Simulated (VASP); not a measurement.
# LaOsN3 (Pm-3m) in VASP: single point with LDA

Aim: the single point of LaOsN3 with LDA.

All numbers are computed with VASP 6.6.1; they aren't measurements. Logs are shortened: lines on timing, memory, paths and dates and some standing lists are left out, and cuts for length are marked.

### Step 1. The cell of the first run

Symmetry: Pm-3m, No. 221, cubic system. Conventional cell: a = 3.951 Å, b = 3.951 Å, c = 3.951 Å, α = 90.00°, β = 90.00°, γ = 90.00°. La (site symmetry m-3m) has 12 N at 2.79 Å and 8 Os at 3.42 Å within 3.7 Å. Within 2.6 Å of Os (site symmetry m-3m) lie 6 N at 1.98 Å. Within 2.6 Å of N (site symmetry 4/mmm) lie 2 Os at 1.98 Å.

### Step 2. Single point, LDA

Contents of INCAR:

```
PREC = Accurate ; ENCUT = 520
EDIFF = 1E-6 ; ISMEAR = 1
SIGMA = 0.3 ; LREAL = False
LASPH = True ; NELM = 60
ALGO = Normal ; ISIF = 2
LWAVE = False ; LCHARG = False
NBANDS = 25
```

Contents of KPOINTS:

```
Automatic mesh
0
Gamma
  7 7 7
```

Contents of POSCAR:

```
LaOsN3
1.0
    3.9505550000      0.0000000000      0.0000000000
    0.0000000000      3.9505550000      0.0000000000
    0.0000000000      0.0000000000      3.9505550000
La Os N
1 1 3
Direct
    0.5000000000      0.5000000000      0.5000000000
    0.0000000000      0.0000000000      0.0000000000
    0.5000000000      0.0000000000      0.0000000000
    0.0000000000      0.5000000000      0.0000000000
    0.0000000000      0.0000000000      0.5000000000
```

Potentials or basis: VASP PAW LDA potentials, release 64 (La, Os, N).

Command:

```console
> cat potpaw_LDA.64/La/POTCAR potpaw_LDA.64/Os/POTCAR potpaw_LDA.64/N/POTCAR > POTCAR
> mpirun -np 1 vasp_std > vasp.out
```

OUTCAR:

```text
PREC = Accurate
   ENCUT = 520
   EDIFF = 1E-6
   ISMEAR = 1
   LREAL = False
   LASPH = True
   NELM = 60
   ISIF = 2

 ion  position               nearest neighbor table
   1  0.500  0.500  0.500-   2 3.42   2 3.42   2 3.42   2 3.42   2 3.42   2 3.42   2 3.42   2 3.42

   2  0.000  0.000  0.000-   3 1.98   4 1.98   5 1.98   5 1.98   4 1.98   3 1.98   1 3.42   1 3.42
                             1 3.42   1 3.42   1 3.42   1 3.42   1 3.42   1 3.42
   3  0.500  0.000  0.000-   2 1.98   2 1.98
   4  0.000  0.500  0.000-   2 1.98   2 1.98
   5  0.000  0.000  0.500-   2 1.98   2 1.98

  LATTYP: Found a simple cubic cell.
 ALAT       =     3.9505550000

  Lattice vectors:

 A1 = (   3.9505550000,   0.0000000000,   0.0000000000)
 A2 = (   0.0000000000,   3.9505550000,   0.0000000000)
 A3 = (   0.0000000000,   0.0000000000,   3.9505550000)

Analysis of symmetry for initial positions (statically):
=====================================================================
 Subroutine PRICEL returns:
 Original cell was already a primitive cell.

 Routine SETGRP: Setting up the symmetry group for a
 simple cubic supercell.

 Subroutine GETGRP returns: Found 48 space group operations
 (whereof 48 operations were pure point group operations)
 out of a pool of 48 trial point group operations.

The static configuration has the point symmetry O_h .

Analysis of symmetry for dynamics (positions and initial velocities):
=====================================================================
 Subroutine PRICEL returns:
 Original cell was already a primitive cell.

 Routine SETGRP: Setting up the symmetry group for a
 simple cubic supercell.

 Subroutine GETGRP returns: Found 48 space group operations
 (whereof 48 operations were pure point group operations)
 out of a pool of 48 trial point group operations.

The dynamic configuration has the point symmetry O_h .

 Subroutine INISYM returns: Found 48 space group operations
 (whereof 48 operations are pure point group operations),
 and found     1 'primitive' translations

----------------------------------------------------------------------------------------

                                     Primitive cell

  volume of cell :      61.6559

  direct lattice vectors                    reciprocal lattice vectors
     3.950555000  0.000000000  0.000000000     0.253128991  0.000000000  0.000000000
     0.000000000  3.950555000  0.000000000     0.000000000  0.253128991  0.000000000
     0.000000000  0.000000000  3.950555000     0.000000000  0.000000000  0.253128991

  length of vectors
     3.950555000  3.950555000  3.950555000     0.253128991  0.253128991  0.253128991

  position of ions in fractional coordinates (direct lattice)
     0.500000000  0.500000000  0.500000000
     0.000000000  0.000000000  0.000000000
     0.500000000  0.000000000  0.000000000
     0.000000000  0.500000000  0.000000000
     0.000000000  0.000000000  0.500000000

  ion indices of the primitive-cell ions
   primitive index   ion index
                 1           1
                 2           2
                 3           3
                 4           4
                 5           5

----------------------------------------------------------------------------------------

 KPOINTS: Automatic mesh

Automatic generation of k-mesh.
 Grid dimensions read from file:
 generate k-points for:    7    7    7

 Generating k-lattice:

  Cartesian coordinates                     Fractional coordinates (reciprocal lattice)
     0.036161284  0.000000000  0.000000000     0.142857143  0.000000000  0.000000000
     0.000000000  0.036161284  0.000000000     0.000000000  0.142857143  0.000000000
     0.000000000  0.000000000  0.036161284     0.000000000  0.000000000  0.142857143

  Length of vectors
     0.036161284  0.036161284  0.036161284

  Shift w.r.t. Gamma in fractional coordinates (k-lattice)
     0.000000000  0.000000000  0.000000000

 Subroutine IBZKPT returns following result:
 ===========================================

 Found     20 irreducible k-points:

 Following reciprocal coordinates:
            Coordinates               Weight
  0.000000  0.000000  0.000000      1.000000
  0.142857  0.000000  0.000000      6.000000
  0.285714  0.000000  0.000000      6.000000
  0.428571  0.000000  0.000000      6.000000
  0.142857  0.142857  0.000000     12.000000
  0.285714  0.142857  0.000000     24.000000
[... 12 lines left out ...]
  0.428571  0.428571  0.285714     24.000000
  0.428571  0.428571  0.428571      8.000000
   k-points           NKPTS =     20   k-points in BZ     NKDIM =     20   number of bands    NBANDS=     25
   number of dos      NEDOS =    301   number of ions     NIONS =      5
   total plane-waves  NPLWV =  27000
   dimension x,y,z NGX =    30 NGY =   30 NGZ =   30
   dimension x,y,z NGXF=    60 NGYF=   60 NGZF=   60
   ions per type =               1   1   3
   NGX,Y,Z   is equivalent  to a cutoff of  12.62, 12.62, 12.62 a.u.
   NGXF,Y,Z  is equivalent  to a cutoff of  25.25, 25.25, 25.25 a.u.
 SYSTEM =  unknown system
   PREC   = accura    normal or accurate (medium, high low for compatibility)
   ISTART =      0    job   : 0-new  1-cont  2-samecut
   ICHARG =      2    charge: 1-file 2-atom 10-const
   ISPIN  =      1    spin polarized calculation?
   LNONCOLLINEAR =      F non collinear calculations
   LSORBIT =      F    spin-orbit coupling
   LASPH  =      T    aspherical Exc in radial PAW
   ENCUT  =  520.0 eV  38.22 Ry    6.18 a.u.   7.35  7.35  7.35*2*pi/ulx,y,z
   NELM   =     60;   NELMIN=  2; NELMDL= -5     # of ELM steps
   EDIFF  = 0.1E-05   stopping-criterion for ELM
   LREAL  =      F    real-space projection
   EDIFFG = 0.1E-04   stopping-criterion for IOM
   NSW    =      0    number of steps for IOM
   IBRION =     -1    ionic relax: 0-MD 1-quasi-New 2-CG
   NFREE  =      0    steps in history (QN), initial steepest desc. (CG)
   ISIF   =      2    stress and relaxation
   ISYM   =      2    0-nonsym 1-usesym 2-fastsym
   POTIM  = 0.5000    time-step for ionic-motion
   TEBEG  =    0.0;   TEEND  =   0.0 temperature during run
   PSTRESS=    0.0 pullay stress
   NELECT =      34.0000    total number of electrons
   NUPDOWN=      -1.0000    fix difference up-down
   EMIN   =  10.00;   EMAX   =-10.00  energy-range for DOS
   EFERMI =   0.00;   METHOD = LEGACY
   ISMEAR =     1;   SIGMA  =   0.30  broadening in eV -4-tet -1-fermi 0-gaus
   EFERMI_NEDOS =   21; number of points for ismear=-14 and -15
   IALGO  =     38    algorithm
   IMIX   =      4    mixing-type and parameters
     AMIX     =   0.40;   BMIX     =  1.00
     AMIX_MAG =   1.60;   BMIX_MAG =  1.00
  volume/ion in A,a.u.               =      12.33        83.21
  Fermi-wavevector in a.u.,A,eV,Ry     =   1.342486  2.536930 24.521345  1.802268
  Thomas-Fermi vector in A             =   2.470636
   LORBIT       =      0    0 simple, 1 ext, 2 COOP (PROOUT), +10 PAW based schemes
   GGA     = CA    functional components
   LHFCALC =     F    Hartree Fock is set to
   AEXX    =    0.0000 exact exchange contribution
   IVDW    =     0    specifies the selected vdW correction
   LEPSILON=     F    determine dielectric tensor
   LRPA    =     F    only Hartree local field effects (RPA)
 non-spin polarized calculation
 Methfessel and Paxton  Order N= 1 SIGMA  =   0.30
  energy-cutoff  :      520.00
  volume of cell :       61.66
 maximum number of plane-waves:      1677
 NGX is ok and might be reduce to    30
   NGX = 15   NGY = 15   NGZ = 15

 number of electron      34.0000004 magnetization

 Free energy of the ion-electron system (eV)
  ---------------------------------------------------
  ext. energy  EPLUGINS =         0.00000000
  ---------------------------------------------------
  free energy    TOTEN  =       -47.98371901 eV

  energy without entropy =      -47.94573698  energy(sigma->0) =      -47.97105833

 E-fermi :   9.0034     XC(G=0): -12.3832

 val. band max:        8.9897599159   @ k =   0.2857   0.2857   0.0000
 cond. band min:       9.0333500323   @ k =   0.2857   0.2857   0.0000
 fundamental gap:      0.0435901164
 Fermi energy:         9.0033757439

 k-point     1 :       0.0000    0.0000    0.0000
  band No.  band energies     occupation
      1     -22.9453      2.00000
      2      -7.1592      2.00000
      3      -6.6488      2.00000
      4      -6.6488      2.00000
      5      -6.6488      2.00000
      6      -5.6062      2.00000
[... 17 lines left out ...]
     24      11.7417     -0.00000
     25      12.0252     -0.00000

 k-point     2 :       0.1429    0.0000    0.0000
  band No.  band energies     occupation
      1     -22.9348      2.00000
      2      -7.6741      2.00000
      3      -6.6326      2.00000
      4      -6.6326      2.00000
      5      -6.2480      2.00000
      6      -5.5884      2.00000
[... 17 lines left out ...]
     24      11.9803     -0.00000
     25      11.9918     -0.00000

 k-point     3 :       0.2857    0.0000    0.0000
  band No.  band energies     occupation
      1     -22.9111      2.00000
      2      -8.2921      2.00000
      3      -6.5956      2.00000
      4      -6.5956      2.00000
      5      -5.5987      2.00000
      6      -5.5471      2.00000
[... 17 lines left out ...]
     24      11.9310     -0.00000
     25      11.9843     -0.00000

 k-point     4 :       0.4286    0.0000    0.0000
  band No.  band energies     occupation
      1     -22.8919      2.00000
      2      -8.6491      2.00000
      3      -6.5656      2.00000
      4      -6.5656      2.00000
      5      -5.5133      2.00000
      6      -4.9104      2.00000
[... 17 lines left out ...]
     24      11.9029     -0.00000
     25      12.1611     -0.00000
[... 365 lines left out ...]
 k-point    18 :       0.4286    0.2857    0.2857
  band No.  band energies     occupation
      1     -22.8365      2.00000
      2      -7.7630      2.00000
      3      -7.2457      2.00000
      4      -6.9844      2.00000
      5      -5.0461      2.00000
      6      -4.7744      2.00000
[... 17 lines left out ...]
     24      11.9147     -0.00000
     25      11.9464     -0.00000

 k-point    19 :       0.4286    0.4286    0.2857
  band No.  band energies     occupation
      1     -22.8211      2.00000
      2      -7.4875      2.00000
      3      -7.3866      2.00000
      4      -6.9483      2.00000
      5      -5.3067      2.00000
      6      -4.3509      2.00000
[... 17 lines left out ...]
     24      11.9769     -0.00000
     25      12.0034     -0.00000

 k-point    20 :       0.4286    0.4286    0.4286
  band No.  band energies     occupation
      1     -22.8059      2.00000
      2      -7.2775      2.00000
      3      -7.1894      2.00000
      4      -7.1894      2.00000
      5      -4.7105      2.00000
      6      -4.7105      2.00000
[... 17 lines left out ...]
     24      12.0953     -0.00000
     25      12.0953     -0.00000

------------------------ aborting loop because EDIFF is reached ----------------------------------------

  FORCE on cell =-STRESS in cart. coord.  units (eV):
  Direction    XX          YY          ZZ          XY          YZ          ZX
  --------------------------------------------------------------------------------------
  -------------------------------------------------------------------------------------
  Total       -4.4977197     -4.4977197     -4.4977197      0.0000000     -0.0000000     -0.0000000
  in kB     -116.8768870   -116.8768870   -116.8768870      0.0000000     -0.0000000     -0.0000000
  external PRESSURE =    -116.8768870 kB  Pullay stress =       0.0000000 kB

 VOLUME and BASIS-vectors are now :
 -----------------------------------------------------------------------------
  energy-cutoff  :      520.00
  volume of cell :       61.66
      direct lattice vectors                 reciprocal lattice vectors
     3.950555000  0.000000000  0.000000000     0.253128991  0.000000000  0.000000000
     0.000000000  3.950555000  0.000000000     0.000000000  0.253128991  0.000000000
     0.000000000  0.000000000  3.950555000     0.000000000  0.000000000  0.253128991

 POSITION                                       TOTAL-FORCE (eV/Angst)
 -----------------------------------------------------------------------------------
      1.97528      1.97528      1.97528         0.000000      0.000000      0.000000
      0.00000      0.00000      0.00000         0.000000      0.000000      0.000000
      1.97528      0.00000      0.00000         0.000000      0.000000      0.000000
      0.00000      1.97528      0.00000         0.000000      0.000000      0.000000
      0.00000      0.00000      1.97528         0.000000      0.000000      0.000000
 -----------------------------------------------------------------------------------
    total drift:                                0.000000     -0.000000      0.000000

  FREE ENERGIE OF THE ION-ELECTRON SYSTEM (eV)
  ---------------------------------------------------
  free  energy   TOTEN  =       -47.9837190062 eV

  energy  without entropy=      -47.9457369759  energy(sigma->0) =      -47.97105833
```

Run time: 65 s. Hardware: 1 thread of Intel Xeon 6975P-C, shared host; peak memory 0.18 GiB.

What came out:

```yaml
Free_energy: -47.9837 eV
Pressure: -11.7 GPa
Band_gap_on_the_k_mesh: zero (band 17 reaches 10.52 eV, above the bottom of band 18 at 7.96 eV)
```

Caveat: spin-orbit coupling is left out, which moves the levels of the heavy elements.
